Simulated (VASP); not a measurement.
**NaY: relaxation of cell and atoms with PBEsol**

Crystal: NaY.

```
Na Y
1.0
     3.95820    0.00000    0.00000
     0.00000    3.95820    0.00000
     0.00000    0.00000    3.95820
Na Y
1 1
Direct
  0.50000 0.50000 0.50000
  0.00000 0.00000 0.00000
```

```
Program                : VASP 6.6.1
Task                   : relaxation of cell and atoms
Functional             : PBEsol
Potentials or basis    : VASP PAW PBE potentials, release 64 (Na_pv, Y_sv)
Cutoff                 : 600 eV
k mesh                 : 10 × 10 × 10
Occupations            : gaussian, width 0.1 eV
Spin                   : no spin polarisation
Dipole correction      : no
Further INCAR settings : ALGO = Normal; EDIFF = 1e-06; IBRION = 2; EDIFFG = -0.005; NSW = 100; ISIF = 3
```

The pressure after relaxing is 0.0 GPa. The band gap on the k mesh is zero (band 9 reaches 2.21 eV, above the bottom of band 10 at 1.55 eV).

Final structure:
```yaml
crystal:
  lattice:
    - [3.95820, 0.00000, 0.00000]
    - [0.00000, 3.95820, 0.00000]
    - [0.00000, 0.00000, 3.95820]
  atoms:
    - { symbol: Na, position: [0.50000, 0.50000, 0.50000] }
    - { symbol: Y, position: [0.00000, 0.00000, 0.00000] }
```

Levels at points of the mesh, in eV from the Fermi level:
| k point | band 5 | band 6 | band 7 | band 8 | band 9 | band 10 | band 11 | band 12 | band 13 |
| --- | --- | --- | --- | --- | --- | --- | --- | --- | --- |
| (0.00, 0.00, 0.00) | -23.29 | -23.29 | -23.29 | -4.29 | -0.20 | -0.20 | 2.93 | 2.93 | 2.93 |
| (0.50, 0.00, 0.00) | -23.43 | -23.31 | -23.31 | -2.27 | -1.20 | 0.33 | 1.63 | 1.63 | 3.10 |
| (0.50, 0.50, 0.00) | -23.34 | -23.34 | -23.30 | -1.15 | -0.48 | 0.83 | 0.83 | 1.86 | 1.86 |
| (0.50, 0.50, 0.50) | -23.40 | -23.40 | -23.40 | -0.39 | -0.39 | -0.39 | 3.11 | 3.11 | 3.11 |

Run time: 33 s on 1 thread of Intel(R) Xeon(R) Platinum 8259CL CPU @ 2.50GHz (Skylake/Cascade Lake), on a shared host, peak memory 0.22 GiB.

Caveat: the relaxation stopped at its first step, so nothing moved; the PAW data sets were made with another functional, which shifts forces and pressure a little.
